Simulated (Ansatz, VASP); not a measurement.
# Two plane-wave programs on Si2Mo

File INCAR:

```
PREC = Accurate
ENCUT = 520
EDIFF = 1E-6
ISMEAR = 0
SIGMA = 0.1
LREAL = Auto
LASPH = T
NELM = 100
ALGO = Normal
ISIF = 2
LWAVE = F
LCHARG = F
LDIPOL = T
IDIPOL = 3
DIPOL = 0.5 0.5 0.500
GGA = PS
NBANDS = 81
```

The input KPOINTS:

```
regular mesh
0
Gamma
  2 2 1
```

File POSCAR:

```
Si2Mo
1.0
    4.5114404978      0.0000000000      0.0000000000
    0.0000000000      4.5146191219      0.0000000000
    0.0000000000      0.0000000000     26.0792390753
Si Mo
12 6
Direct
    0.5000000000      0.7524734080      0.2875850779
    0.0000000000      0.4971746791      0.3130772286
    0.0000000000      0.0021214952      0.3625093995
    0.5000000000      0.7468227662      0.3880015502
    0.5000000000      0.2517695823      0.4374337211
    0.0000000000      0.9964708534      0.4629258718
    0.0000000000      0.5014176694      0.5123580427
    0.5000000000      0.2461189405      0.5378501935
    0.5000000000      0.7510657565      0.5872823643
    0.0000000000      0.4957670276      0.6127745151
    0.0000000000      0.0007138437      0.6622066860
    0.5000000000      0.7454151147      0.6876988367
    0.5000000000      0.2496480871      0.3377933140
    0.0000000000      0.4992961743      0.4127176357
    0.5000000000      0.7489442614      0.4876419573
    0.0000000000      0.9985923485      0.5625662789
    0.5000000000      0.2482404356      0.6374906005
    0.0000000000      0.4978885228      0.7124149221
```

Input for Ansatz:

```yaml
crystal:
  lattice:
    - [4.5114404978, 0.0, 0.0]
    - [0.0, 4.5146191219, 0.0]
    - [0.0, 0.0, 26.0792390753]
  atoms:
    - { symbol: Si, position: [0.5, 0.752473408, 0.2875850779] }
    - { symbol: Si, position: [0.0, 0.4971746791, 0.3130772286] }
    - { symbol: Mo, position: [0.5, 0.2496480871, 0.337793314] }
    - { symbol: Si, position: [0.0, 0.0021214952, 0.3625093995] }
    - { symbol: Si, position: [0.5, 0.7468227662, 0.3880015502] }
    - { symbol: Mo, position: [0.0, 0.4992961743, 0.4127176357] }
    - { symbol: Si, position: [0.5, 0.2517695823, 0.4374337211] }
    - { symbol: Si, position: [0.0, 0.9964708534, 0.4629258718] }
    - { symbol: Mo, position: [0.5, 0.7489442614, 0.4876419573] }
    - { symbol: Si, position: [0.0, 0.5014176694, 0.5123580427] }
    - { symbol: Si, position: [0.5, 0.2461189405, 0.5378501935] }
    - { symbol: Mo, position: [0.0, 0.9985923485, 0.5625662789] }
    - { symbol: Si, position: [0.5, 0.7510657565, 0.5872823643] }
    - { symbol: Si, position: [0.0, 0.4957670276, 0.6127745151] }
    - { symbol: Mo, position: [0.5, 0.2482404356, 0.6374906005] }
    - { symbol: Si, position: [0.0, 0.0007138437, 0.662206686] }
    - { symbol: Si, position: [0.5, 0.7454151147, 0.6876988367] }
    - { symbol: Mo, position: [0.0, 0.4978885228, 0.7124149221] }
basis:
  ecutwfc: 420
kpoints:
  mp_grid: { grid: [2, 2, 1] }
hamiltonian:
  xc: pbesol
scf:
  occupations: { method: gaussian, width: 0.1 }
output:
  forces: true
  stress: true
  eigenvalues: true
efield:
  axis: 3
  dipole_correction: true
  ramp_width: 0.04
```

Alike in both runs: task single point; functional PBEsol; k mesh 2 × 2 × 1; occupations gaussian, width 0.1 eV; no spin polarisation.

|  | VASP | Ansatz |
| --- | --- | --- |
| version | VASP 6.6.1 | Ansatz 0.2.0 |
| potentials or method | VASP PAW PBE potentials, release 64 (Si, Mo_sv), cutoff 520 eV | scalar-relativistic, plane waves, PAW |
| valence electrons in the cell | 132 | 132 |

```tsv
	VASP	Ansatz	Ansatz less VASP
gap on the k mesh at the Fermi level (eV)	none	none	-
rms of the force components (eV/Å)	0.680	0.682	+0.0019
```

VASP's potentials were made for PBE, not for PBEsol. A gap of «none» marks a metal or a gap that the smearing closes.

The k mesh is coarse, so the values compare programs but aren't converged.
